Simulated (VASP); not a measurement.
The system is AgCl (CsCl type).

```
CELL_PARAMETERS angstrom
2.87818 0.00000 0.00000
0.00000 2.87818 0.00000
0.00000 0.00000 2.87818
ATOMIC_POSITIONS crystal
Ag 0.00000 0.00000 0.00000
Cl 0.50000 0.50000 0.50000
```

| Quantity | Value |
| --- | --- |
| Program | VASP 6.6.1 |
| Task | relaxation of cell and atoms |
| Functional | PBEsol |
| Potentials or basis | VASP PAW PBE potentials, release 64 (Ag, Cl) |
| Cutoff | 600 eV |
| k mesh | 13 × 13 × 13 |
| Occupations | fermi-dirac, width 0.08 eV |
| Spin | no spin polarisation |

At the start: pressure 89.8 GPa; volume 11.92 Å³/atom.

**Question.** Where does the relaxation end?

**Answer.** Over 22 steps the energy falls by 1168.1 meV/atom and the volume is 18.45 Å³/atom (+54.8 %); space group Pm-3m (No. 221, to 0.1 Å) before and after.

The path:
```tsv
step	energy change (eV)	largest force (eV/Å)	pressure (GPa)	volume (Å³)
1	0.0000	0.0000	89.80	23.84
2	-1.5435	0.0000	-9.10	55.13
3	-2.3361	0.0000	-0.20	37.02
4	-2.3360	0.0000	0.29	36.72
5	-2.3360	0.0000	0.33	36.72
6	-2.3360	0.0000	0.34	36.73
7	-2.3360	0.0000	0.32	36.73
8	-2.3360	0.0000	0.32	36.73
9	-2.3360	0.0000	0.32	36.73
10	-2.3360	0.0000	0.32	36.73
11	-2.3360	0.0000	0.32	36.73
12	-2.3360	0.0000	0.32	36.73
13	-2.3360	0.0000	0.32	36.73
14	-2.3360	0.0000	0.32	36.73
15	-2.3360	0.0000	0.33	36.73
16	-2.3360	0.0000	0.30	36.73
17	-2.3360	0.0000	0.29	36.74
18	-2.3361	0.0000	0.26	36.76
19	-2.3361	0.0000	0.18	36.79
20	-2.3362	0.0000	0.08	36.86
21	-2.3361	0.0000	-0.16	37.00
22	-2.3362	0.0000	-0.02	36.91
```

Final structure:
```
Ag Cl
1.0
     3.32949    0.00000    0.00000
     0.00000    3.32949    0.00000
     0.00000    0.00000    3.32949
Ag Cl
1 1
Direct
  0.00000 0.00000 0.00000
  0.50000 0.50000 0.50000
```

Caveat: the volume moved by over 15 % at a fixed basis, so the end points are rough; the PAW data sets were made with another functional, which shifts forces and pressure a little.
